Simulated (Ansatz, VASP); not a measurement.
**One calculation of Ge2Sb2Te5, two programs**

File INCAR:

```
SYSTEM = Ge2Sb2Te5
PREC = Accurate ; ENCUT = 520
EDIFF = 1E-6 ; ISMEAR = 0
SIGMA = 0.01 ; LREAL = .FALSE.
LASPH = .TRUE. ; NELM = 80
ALGO = Normal ; ISIF = 2
LWAVE = .FALSE. ; LCHARG = .FALSE.
GGA = PE ; NBANDS = 44
```

KPOINTS

```
regular mesh
0
G
  4 4 3
  0 0 0
```

POSCAR

```
Ge2Sb2Te5
1.0
    6.8391360000     -3.0660060000      0.0000000000
    6.8391360000      3.0660060000      0.0000000000
   -6.8309770000      0.0000000000      6.8476090000
Ge Sb Te
2 2 5
Direct
    0.4973430000      0.4973430000      0.0110440000
    0.2842870000      0.2842870000      0.1878300000
    0.1118700000      0.1118700000      0.4173520000
    0.9017080000      0.9017080000      0.5878730000
    0.3999590000      0.3999590000      0.5971180000
    0.2065190000      0.2065190000      0.8098030000
    0.0083240000      0.0083240000      0.0064350000
    0.7952880000      0.7952880000      0.1961120000
    0.5947020000      0.5947020000      0.3864330000
```

Input for Ansatz:

```yaml
crystal:
  lattice:
    - [6.839136, -3.066006, 0.0]
    - [6.839136, 3.066006, 0.0]
    - [-6.830977, 0.0, 6.847609]
  atoms:
    - { symbol: Ge, position: [0.497343, 0.497343, 0.011044] }
    - { symbol: Ge, position: [0.284287, 0.284287, 0.18783] }
    - { symbol: Sb, position: [0.11187, 0.11187, 0.417352] }
    - { symbol: Sb, position: [0.901708, 0.901708, 0.587873] }
    - { symbol: Te, position: [0.399959, 0.399959, 0.597118] }
    - { symbol: Te, position: [0.206519, 0.206519, 0.809803] }
    - { symbol: Te, position: [0.008324, 0.008324, 0.006435] }
    - { symbol: Te, position: [0.795288, 0.795288, 0.196112] }
    - { symbol: Te, position: [0.594702, 0.594702, 0.386433] }
basis:
  ecutwfc: 420
kpoints:
  mp_grid: { grid: [4, 4, 3] }
hamiltonian:
  xc: pbe
scf:
  occupations: { method: gaussian, width: 0.01 }
output:
  forces: true
  stress: true
  eigenvalues: true
```

Alike in both runs: task single point; functional PBE; k mesh 4 × 4 × 3; occupations gaussian, width 0.01 eV; no spin polarisation.

|  | VASP | Ansatz |
| --- | --- | --- |
| version | VASP 6.6.1 | Ansatz 0.2.0 |
| potentials or method | VASP PAW PBE potentials, release 64 (Ge_d, Sb, Te), cutoff 520 eV | scalar-relativistic, plane waves, PAW |
| valence electrons in the cell | 68 | 138 |

Ansatz gave:

- gap on the k mesh at the Fermi level (eV): 0.06
- least direct gap on the mesh (eV): 0.06
- pressure (GPa): -0.1
- traceless stress, the component that is largest in VASP (GPa): -0.12
- rms of the force components (eV/Å): 0.045

Task: Which values does VASP return?

Result: gap on the k mesh at the Fermi level (eV): 0.06; least direct gap on the mesh (eV): 0.06; pressure (GPa): -0.2; traceless stress, the component that is largest in VASP (GPa): -0.12; rms of the force components (eV/Å): 0.043.

Atom by atom the forces differ by 0.005 eV/Å (rms over components). The functional is the same, so the differences come from potentials, cutoffs and numerics. VASP's potentials hold 68 valence electrons a cell and Ansatz's 138, so a difference there can come from the potentials and not from the codes.

Spin-orbit coupling is off throughout.
